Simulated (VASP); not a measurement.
# TaAs in VASP: settings compared

Aim: see how the results for TaAs move with the level of theory and the settings. Levels: PBE, PBEsol, revPBE. Tasks: single point.

All numbers are computed with VASP 6.6.1; they aren't measurements. Logs are shortened: lines on timing, memory, paths and dates and some standing lists are left out, and cuts for length are marked.

### 1 The cell of the first run

Symmetry: I4_1md, No. 109, tetragonal system. Conventional cell: a = 3.444 Å, b = 3.444 Å, c = 11.736 Å, α = 90.00°, β = 90.00°, γ = 90.00°. Within 3.4 Å of Ta (site symmetry 2mm) lie 6 As at 2.61 to 2.62 Å. As (site symmetry 2mm) has 6 Ta at 2.61 to 2.62 Å within 3.4 Å.

### 2 Single point, PBE

The input, INCAR:

```
SYSTEM = TaAs
  PREC = Accurate
  ENCUT = 520
  EDIFF = 1E-7
  ISMEAR = -1
  SIGMA = 0.05
  LREAL = .False.
  LASPH = .True.
  NELM = 80
  ALGO = Normal
  ISIF = 2
  LWAVE = .False.
  LCHARG = .False.
  GGA = PE
  NBANDS = 24
```

The input, KPOINTS:

```
Automatic mesh
0
Gamma
  11 11 11
  0 0 0
```

The input, POSCAR:

```
TaAs
1.0
   -1.7218133622      1.7218133622      5.8679415361
    1.7218133622     -1.7218133622      5.8679415361
    1.7218133622      1.7218133622     -5.8679415361
Ta As
2 2
Direct
    0.4999673000      0.4999673000      0.0000000000
    0.2499673000      0.7499673000      0.5000000000
    0.0826321200      0.0826321200      0.0000000000
    0.8326321200      0.3326321200      0.5000000000
```

Potentials or basis: VASP PAW PBE potentials, release 64 (Ta_pv, As).

On the command line:

```console
cat potpaw_PBE.64/Ta_pv/POTCAR potpaw_PBE.64/As/POTCAR > POTCAR
mpirun -np 1 vasp_std > vasp.out
```

OUTCAR:

```text
SYSTEM = TaAs
   PREC = Accurate
   ENCUT = 520
   EDIFF = 1E-7
   ISMEAR = -1
   LREAL = .False.
   LASPH = .True.
   NELM = 80
   ISIF = 2
   GGA = PE

 ion  position               nearest neighbor table
   1  0.500  0.500  0.000-   4 2.61   4 2.61   3 2.62   3 2.62   3 2.62   3 2.62   2 3.40   2 3.40
                             2 3.40   2 3.40
   2  0.250  0.750  0.500-   3 2.61   3 2.61   4 2.62   4 2.62   4 2.62   4 2.62   1 3.40   1 3.40
                             1 3.40   1 3.40
   3  0.083  0.083  0.000-   2 2.61   2 2.61   1 2.62   1 2.62   1 2.62   1 2.62
   4  0.833  0.333  0.500-   1 2.61   1 2.61   2 2.62   2 2.62   2 2.62   2 2.62

  LATTYP: Found a body centered tetragonal cell.
 ALAT       =     3.4436267244
 C/A-ratio  =     3.4080009279

  Lattice vectors:

 A1 = (  -1.7218133622,   1.7218133622,   5.8679415361)
 A2 = (   1.7218133622,  -1.7218133622,   5.8679415361)
 A3 = (   1.7218133622,   1.7218133622,  -5.8679415361)

Analysis of symmetry for initial positions (statically):
=====================================================================
 Subroutine PRICEL returns:
 Original cell was already a primitive cell.

 Routine SETGRP: Setting up the symmetry group for a
 body centered tetragonal supercell.

 Subroutine GETGRP returns: Found  8 space group operations
 (whereof  4 operations were pure point group operations)
 out of a pool of 16 trial point group operations.

The static configuration has the point symmetry C_2v.
 The point group associated with its full space group is C_4v.

Analysis of symmetry for dynamics (positions and initial velocities):
=====================================================================
 Subroutine PRICEL returns:
 Original cell was already a primitive cell.

 Routine SETGRP: Setting up the symmetry group for a
 body centered tetragonal supercell.

 Subroutine GETGRP returns: Found  8 space group operations
 (whereof  4 operations were pure point group operations)
 out of a pool of 16 trial point group operations.

The dynamic configuration has the point symmetry C_2v.
 The point group associated with its full space group is C_4v.

 Subroutine INISYM returns: Found  8 space group operations
 (whereof  4 operations are pure point group operations),
 and found     1 'primitive' translations

----------------------------------------------------------------------------------------

                                     Primitive cell

  volume of cell :      69.5854

  direct lattice vectors                    reciprocal lattice vectors
    -1.721813362  1.721813362  5.867941536     0.000000000  0.290391520  0.085208756
     1.721813362 -1.721813362  5.867941536     0.290391520  0.000000000  0.085208756
     1.721813362  1.721813362 -5.867941536     0.290391520  0.290391520  0.000000000

  length of vectors
     6.353111079  6.353111079  6.353111079     0.302634709  0.302634709  0.410675626

  position of ions in fractional coordinates (direct lattice)
     0.499967300  0.499967300  0.000000000
     0.249967300  0.749967300  0.500000000
     0.082632120  0.082632120  0.000000000
     0.832632120  0.332632120  0.500000000

  ion indices of the primitive-cell ions
   primitive index   ion index
                 1           1
                 2           2
                 3           3
                 4           4

----------------------------------------------------------------------------------------

 KPOINTS: Automatic mesh

Automatic generation of k-mesh.
 Grid dimensions read from file:
 generate k-points for:   11   11   11

 Generating k-lattice:

  Cartesian coordinates                     Fractional coordinates (reciprocal lattice)
     0.000000000  0.026399229  0.007746251     0.090909091  0.000000000  0.000000000
     0.026399229  0.000000000  0.007746251     0.000000000  0.090909091  0.000000000
     0.026399229  0.026399229  0.000000000     0.000000000  0.000000000  0.090909091

  Length of vectors
     0.027512246  0.027512246  0.037334148

  Shift w.r.t. Gamma in fractional coordinates (k-lattice)
     0.000000000  0.000000000  0.000000000

 Subroutine IBZKPT returns following result:
 ===========================================

 Found    126 irreducible k-points:

 Following reciprocal coordinates:
            Coordinates               Weight
  0.000000  0.000000  0.000000      1.000000
  0.090909  0.000000 -0.000000      8.000000
  0.181818  0.000000  0.000000      8.000000
  0.272727  0.000000  0.000000      8.000000
  0.363636  0.000000  0.000000      8.000000
  0.454545  0.000000  0.000000      8.000000
[... 16 lines left out ...]
 -0.272727  0.181818 -0.000000     16.000000
 -0.181818  0.181818  0.000000      4.000000
 [... further k-points ...]
   k-points           NKPTS =    126   k-points in BZ     NKDIM =    126   number of bands    NBANDS=     24
   number of dos      NEDOS =    301   number of ions     NIONS =      4
   total plane-waves  NPLWV = 110592
   dimension x,y,z NGX =    48 NGY =   48 NGZ =   48
   dimension x,y,z NGXF=    96 NGYF=   96 NGZF=   96
   ions per type =               2   2
   NGX,Y,Z   is equivalent  to a cutoff of  12.56, 12.56, 12.56 a.u.
   NGXF,Y,Z  is equivalent  to a cutoff of  25.12, 25.12, 25.12 a.u.
 SYSTEM =  TaAs
   PREC   = accura    normal or accurate (medium, high low for compatibility)
   ISTART =      0    job   : 0-new  1-cont  2-samecut
   ICHARG =      2    charge: 1-file 2-atom 10-const
   ISPIN  =      1    spin polarized calculation?
   LNONCOLLINEAR =      F non collinear calculations
   LSORBIT =      F    spin-orbit coupling
   LASPH  =      T    aspherical Exc in radial PAW
   ENCUT  =  520.0 eV  38.22 Ry    6.18 a.u.  11.81 11.81 11.81*2*pi/ulx,y,z
   NELM   =     80;   NELMIN=  2; NELMDL= -5     # of ELM steps
   EDIFF  = 0.1E-06   stopping-criterion for ELM
   LREAL  =      F    real-space projection
   EDIFFG = 0.1E-05   stopping-criterion for IOM
   NSW    =      0    number of steps for IOM
   IBRION =     -1    ionic relax: 0-MD 1-quasi-New 2-CG
   NFREE  =      0    steps in history (QN), initial steepest desc. (CG)
   ISIF   =      2    stress and relaxation
   ISYM   =      2    0-nonsym 1-usesym 2-fastsym
   POTIM  = 0.5000    time-step for ionic-motion
   TEBEG  =    0.0;   TEEND  =   0.0 temperature during run
   PSTRESS=    0.0 pullay stress
   NELECT =      32.0000    total number of electrons
   NUPDOWN=      -1.0000    fix difference up-down
   EMIN   =  10.00;   EMAX   =-10.00  energy-range for DOS
   EFERMI =   0.00;   METHOD = LEGACY
   ISMEAR =    -1;   SIGMA  =   0.05  broadening in eV -4-tet -1-fermi 0-gaus
   EFERMI_NEDOS =   21; number of points for ismear=-14 and -15
   IALGO  =     38    algorithm
   IMIX   =      4    mixing-type and parameters
     AMIX     =   0.40;   BMIX     =  1.00
     AMIX_MAG =   1.60;   BMIX_MAG =  1.00
  volume/ion in A,a.u.               =      17.40       117.40
  Fermi-wavevector in a.u.,A,eV,Ry     =   1.263627  2.387909 21.725142  1.596753
  Thomas-Fermi vector in A             =   2.396974
   LORBIT       =      0    0 simple, 1 ext, 2 COOP (PROOUT), +10 PAW based schemes
   GGA     = PE    functional components
   LHFCALC =     F    Hartree Fock is set to
   AEXX    =    0.0000 exact exchange contribution
   IVDW    =     0    specifies the selected vdW correction
   LEPSILON=     F    determine dielectric tensor
   LRPA    =     F    only Hartree local field effects (RPA)
 non-spin polarized calculation
  energy-cutoff  :      520.00
  volume of cell :       69.59
 maximum number of plane-waves:      1897
   NGX = 23   NGY = 23   NGZ = 23

 number of electron      32.0000002 magnetization

 Free energy of the ion-electron system (eV)
  ---------------------------------------------------
  ext. energy  EPLUGINS =         0.00000000
  ---------------------------------------------------
  free energy    TOTEN  =       -35.10682798 eV

  energy without entropy =      -35.10211819  energy(sigma->0) =      -35.10447309

 E-fermi :   6.9745     XC(G=0): -11.9087

 val. band max:        6.9317425729   @ k =  -0.2727   0.4545   0.2727
 cond. band min:       6.9923547042   @ k =  -0.1818  -0.4545   0.1818
 fundamental gap:      0.0606121313
 Fermi energy:         6.9745377930

 k-point     1 :       0.0000    0.0000    0.0000
  band No.  band energies     occupation
      1     -28.0086      2.00000
      2     -27.9648      2.00000
      3     -27.9648      2.00000
      4     -27.8176      2.00000
      5     -27.8176      2.00000
      6     -27.7724      2.00000
[... 16 lines left out ...]
     23      11.0729      0.00000
     24      11.0730      0.00000

 k-point     2 :       0.0909    0.0000   -0.0000
  band No.  band energies     occupation
      1     -28.0059      2.00000
      2     -27.9759      2.00000
      3     -27.9636      2.00000
      4     -27.8301      2.00000
      5     -27.8162      2.00000
      6     -27.7735      2.00000
[... 16 lines left out ...]
     23      10.7532      0.00000
     24      11.4621      0.00000

 k-point     3 :       0.1818    0.0000    0.0000
  band No.  band energies     occupation
      1     -28.0212      2.00000
      2     -27.9823      2.00000
      3     -27.9605      2.00000
      4     -27.8619      2.00000
      5     -27.8123      2.00000
      6     -27.7784      2.00000
[... 16 lines left out ...]
     23      11.2104      0.00000
     24      12.3256      0.00000
[... 514 lines left out ...]
 k-point    23 :      -0.2727    0.1818   -0.0000
  band No.  band energies     occupation
      1     -28.0580      2.00000
      2     -28.0078      2.00000
      3     -27.9551      2.00000
      4     -27.8957      2.00000
      5     -27.8504      2.00000
      6     -27.7805      2.00000
[... 16 lines left out ...]
     23      11.3968      0.00000
     24      12.8484      0.00000

 k-point    24 :      -0.1818    0.1818    0.0000
  band No.  band energies     occupation
      1     -28.0176      2.00000
      2     -28.0104      2.00000
      3     -27.9675      2.00000
      4     -27.8612      2.00000
      5     -27.8520      2.00000
      6     -27.7750      2.00000
[... 16 lines left out ...]
     23      11.0011      0.00000
     24      12.3875      0.00000

 [... further k-points ...]

------------------------ aborting loop because EDIFF is reached ----------------------------------------

  FORCE on cell =-STRESS in cart. coord.  units (eV):
  Direction    XX          YY          ZZ          XY          YZ          ZX
  --------------------------------------------------------------------------------------
  -------------------------------------------------------------------------------------
  Total        1.2918528      1.2918528      0.8063872      0.0000000      0.0000000      0.0000000
  in kB       29.7444333     29.7444333     18.5667663      0.0000000      0.0000000      0.0000000
  external PRESSURE =      26.0185443 kB  Pullay stress =       0.0000000 kB

 VOLUME and BASIS-vectors are now :
 -----------------------------------------------------------------------------
  energy-cutoff  :      520.00
  volume of cell :       69.59
      direct lattice vectors                 reciprocal lattice vectors
    -1.721813362  1.721813362  5.867941536     0.000000000  0.290391520  0.085208756
     1.721813362 -1.721813362  5.867941536     0.290391520  0.000000000  0.085208756
     1.721813362  1.721813362 -5.867941536     0.290391520  0.290391520  0.000000000

 POSITION                                       TOTAL-FORCE (eV/Angst)
 -----------------------------------------------------------------------------------
      0.00000      0.00000      5.86756        -0.000000      0.000000      0.027048
      1.72181      0.00000      2.93359         0.000000     -0.000000      0.027048
      0.00000      0.00000      0.96976         0.000000     -0.000000     -0.027048
      0.00000      1.72181      3.90373        -0.000000      0.000000     -0.027048
 -----------------------------------------------------------------------------------
    total drift:                                0.000000      0.000000      0.000242

  FREE ENERGIE OF THE ION-ELECTRON SYSTEM (eV)
  ---------------------------------------------------
  free  energy   TOTEN  =       -35.1068279825 eV

  energy  without entropy=      -35.1021181918  energy(sigma->0) =      -35.10447309
```

Wall time 8.5 min (1 thread of Intel Xeon Platinum 8488C (Sapphire Rapids), shared host); peak memory 0.44 GiB.

What came out:

```yaml
Free_energy: -35.1068 eV
Pressure: 2.6 GPa
Largest_force: 0.027 eV/Å
```

Forces in eV/Å, atoms in the order of the input:
```
Ta   0.000  0.000  0.027
Ta   0.000  0.000  0.027
As   0.000  0.000 -0.027
As   0.000  0.000 -0.027
```

Caveat: spin-orbit coupling is left out, which moves the levels of the heavy elements.

### 3 Single point, PBEsol

The input, INCAR:

```
PREC     = Accurate       # precision mode
ENCUT    = 520            # plane-wave cutoff, eV
EDIFF    = 1E-7           # SCF threshold, eV
ISMEAR   = -1             # smearing method
SIGMA    = 0.05           # smearing width, eV
LREAL    = F              # projectors in reciprocal space
LASPH    = T              # aspherical terms in the spheres
NELM     = 60             # most SCF steps
ALGO     = Normal         # electronic algorithm
ISIF     = 2              # what is computed and relaxed
LWAVE    = F              # write WAVECAR
LCHARG   = F              # write CHGCAR
GGA      = PS             # functional
NBANDS   = 24             # bands
```

The input, KPOINTS:

```
Automatic mesh
0
Gamma
  11 11 11
```

POSCAR is that of step 2.

Potentials or basis: VASP PAW PBE potentials, release 64 (Ta_pv, As).

On the command line:

```console
cat potpaw_PBE.64/Ta_pv/POTCAR potpaw_PBE.64/As/POTCAR > POTCAR
mpirun -np 1 vasp_std > vasp.out
```

It took 2.6 min on 1 thread of Intel Xeon 6975P-C (Granite Rapids), shared host; peak memory 0.43 GiB.

The run converged. Its results:

```yaml
Free_energy: -37.7146 eV
Pressure: -3.2 GPa
Largest_force: 0.024 eV/Å
```

Forces in eV/Å, atoms in the order of the input:
```
Ta   0.000  0.000  0.024
Ta   0.000  0.000  0.024
As   0.000  0.000 -0.024
As   0.000  0.000 -0.024
```

Stress tensor (GPa, compression positive):
```
-2.99  0.00  0.00
 0.00 -2.99  0.00
 0.00  0.00 -3.71
```

Levels at points of the mesh, in eV from the Fermi level:
```csv
k point,band 12,band 13,band 14,band 15,band 16,band 17,band 18,band 19,band 20,band 21
"(0.00, 0.00, 0.00)",-2.45,-2.35,-1.95,-1.61,-1.61,0.92,1.58,2.32,3.11,3.11
```

Caveat: the PAW data sets were made with another functional, which shifts forces and pressure a little; spin-orbit coupling is left out, which moves the levels of the heavy elements.

### 4 Single point, PBEsol

The input, INCAR:

```
SYSTEM = TaAs
  PREC = Accurate
  ENCUT = 520
  EDIFF = 1E-6
  ISMEAR = -1
  SIGMA = 0.05
  LREAL = .False.
  LASPH = .True.
  NELM = 60
  ALGO = Normal
  ISIF = 2
  LWAVE = .False.
  LCHARG = .False.
  GGA = PS
  NBANDS = 24
```

The input, KPOINTS:

```
regular mesh
0
Gamma
  9 9 9
  0 0 0
```

The input, POSCAR:

```
TaAs
1.0
   -1.7132042954      1.7132042954      5.8679415361
    1.7132042954     -1.7132042954      5.8679415361
    1.7304224290      1.7304224290     -5.8679415361
Ta As
2 2
Direct
    0.4999673000      0.4999673000      0.0000000000
    0.2499673000      0.7499673000      0.5000000000
    0.0826321200      0.0826321200      0.0000000000
    0.8326321200      0.3326321200      0.5000000000
```

On the command line:

```console
cat potpaw_PBE.64/Ta_pv/POTCAR potpaw_PBE.64/As/POTCAR > POTCAR
mpirun -np 1 vasp_std > vasp.out
```

Run time: 2.9 min. Hardware: 1 thread of Intel Xeon 6975P-C (Granite Rapids), shared host; peak memory 0.44 GiB.

The run converged. Its results:

* Free energy: -37.7058 eV
* Pressure: -3.2 GPa
* Largest force: 0.019 eV/Å
* Band gap on the k mesh: zero (filled and empty bands touch)

Forces on the atoms (eV/Å):
```
Ta   0.000  0.000  0.019
Ta   0.000  0.000  0.019
As   0.000  0.000 -0.019
As   0.000  0.000 -0.019
```

Stress tensor (GPa, compression positive):
```
-2.96 -1.83  0.00
-1.83 -2.96  0.00
 0.00  0.00 -3.60
```

Levels at points of the mesh, in eV from the Fermi level:
```tsv
k point	band 13	band 14	band 15	band 16	band 17	band 18	band 19	band 20
(0.00, 0.00, 0.00)	-2.35	-1.96	-1.67	-1.57	0.91	1.57	2.32	3.06
```

Caveat: the PAW data sets were made with another functional, which shifts forces and pressure a little; spin-orbit coupling is left out, which moves the levels of the heavy elements.

### 5 Single point, revPBE

The input, INCAR:

```
SYSTEM = TaAs
PREC = Accurate ; ENCUT = 520
EDIFF = 1E-6 ; ISMEAR = -1
SIGMA = 0.05 ; LREAL = .False.
LASPH = .True. ; NELM = 100
ALGO = Normal ; ISIF = 2
LWAVE = .False. ; LCHARG = .True.
GGA = RE ; LELF = .True.
LVHAR = .True. ; NBANDS = 24
```

The input, KPOINTS:

```
Automatic mesh
0
Gamma
  11 11 11
  0 0 0
```

The input, POSCAR:

```
TaAs
1.0
   -1.7218133622      1.7218133622      5.8679415361
    1.7218133622     -1.7218133622      5.8679415361
    1.7218133622      1.7218133622     -5.8679415361
Ta As
2 2
Direct
    0.4999673000      0.4999673000      0.0000000000
    0.2499673000      0.7499673000      0.5000000000
    0.0826321200      0.0826321200      0.0000000000
    0.8326321200      0.3326321200      0.5000000000
```

On the command line:

```console
cat potpaw_PBE.64/Ta_pv/POTCAR potpaw_PBE.64/As/POTCAR > POTCAR
mpirun -np 1 vasp_std > vasp.out
```

Wall time 4.8 min (1 thread of AMD EPYC 9R45 (Zen 5), shared host); peak memory 0.41 GiB.

The run converged. Its results:

- Free energy: -33.5817 eV
- Pressure: 4.6 GPa
- Largest force: 0.028 eV/Å

Forces on the atoms (eV/Å):
```
Ta   0.000  0.000  0.028
Ta   0.000  0.000  0.028
As   0.000  0.000 -0.028
As   0.000  0.000 -0.028
```

Stress tensor (GPa, compression positive):
```
5.04 0.00 0.00
0.00 5.04 0.00
0.00 0.00 3.73
```

Levels at points of the mesh, in eV from the Fermi level:
```csv
k point,band 12,band 13,band 14,band 15,band 16,band 17,band 18,band 19,band 20,band 21
"(0.00, 0.00, 0.00)",-2.47,-2.35,-1.95,-1.63,-1.63,0.92,1.58,2.33,3.10,3.10
```

Caveat: the PAW data sets were made with another functional, which shifts forces and pressure a little; spin-orbit coupling is left out, which moves the levels of the heavy elements.

### 6 The runs side by side

```tsv
level	cell	k mesh	pressure (GPa)	largest force (eV/Å)
PBE	a = 6.353 Å, angles 148.6, 148.6, 45.1°, 4 atoms	11 × 11 × 11	2.6	0.03
PBEsol	a = 6.353 Å, angles 148.6, 148.6, 45.1°, 4 atoms	11 × 11 × 11	-3.2	0.02
PBEsol	a = 6.348, b = 6.348, c = 6.358 Å, angles 148.5, 148.5, 44.9°, 4 atoms	9 × 9 × 9	-3.2	0.02
revPBE	a = 6.353 Å, angles 148.6, 148.6, 45.1°, 4 atoms	11 × 11 × 11	4.6	0.03
```

Alike in all rows: task single point; potentials or basis VASP PAW PBE potentials, release 64 (Ta_pv, As); no spin polarisation; cutoff (eV) 520; smearing fermi-dirac 0.05 eV.

The pressure there spans -3.2 GPa (PBEsol) to 4.6 GPa (revPBE); a positive pressure means that this level wants a larger cell, a negative one a smaller.

Caveats: spin-orbit coupling is left out, which moves the levels of the heavy elements; the PAW data sets were made with another functional, which shifts forces and pressure a little (some runs).

Total energies depend on the potentials used, so only differences within one code and one set of settings carry meaning.
